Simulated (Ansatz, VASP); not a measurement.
# Two plane-wave programs on Nb3Si2O

```
Nb Si O
1.0
    11.99770    0.00000    0.00000
     0.00000    1.65673    2.38313
     0.00000   -1.65673    2.38313
Nb Si O
3 2 1
Cartesian
  0.0000 0.0000 4.6973
  4.0911 0.0000 4.7055
  7.9066 0.0000 4.7055
  2.0131 0.0000 1.7219
  9.9846 0.0000 1.7219
  5.9989 0.0000 4.7180
```

Change from the starting cell: the structure that the rattled cell fell into.

Alike in both runs: functional PBE; k mesh 4 × 12 × 12; occupations gaussian, width 0.1 eV; no spin polarisation.

Ansatz relaxed the structure, and its values are those at the end. VASP's run is a single point on that final structure, the one shown.

|  | VASP | Ansatz |
| --- | --- | --- |
| version | VASP 6.6.1 | Ansatz 0.2.0 |
| potentials or method | VASP PAW PBE potentials, release 64 (Nb_sv, Si, O), cutoff 520 eV | scalar-relativistic, plane waves, PAW |
| valence electrons in the cell | 53 | 53 |

|  | VASP | Ansatz | Ansatz less VASP |
| --- | --- | --- | --- |
| gap on the k mesh at the Fermi level (eV) | none | none | - |
| pressure (GPa) | -0.3 | 0.0 | +0.30 |
| rms of the force components (eV/Å) | 0.004 | 0.001 | -0.0030 |

A gap of «none» marks a metal or a gap that the smearing closes. The functional is the same, so the differences come from potentials, cutoffs and numerics.
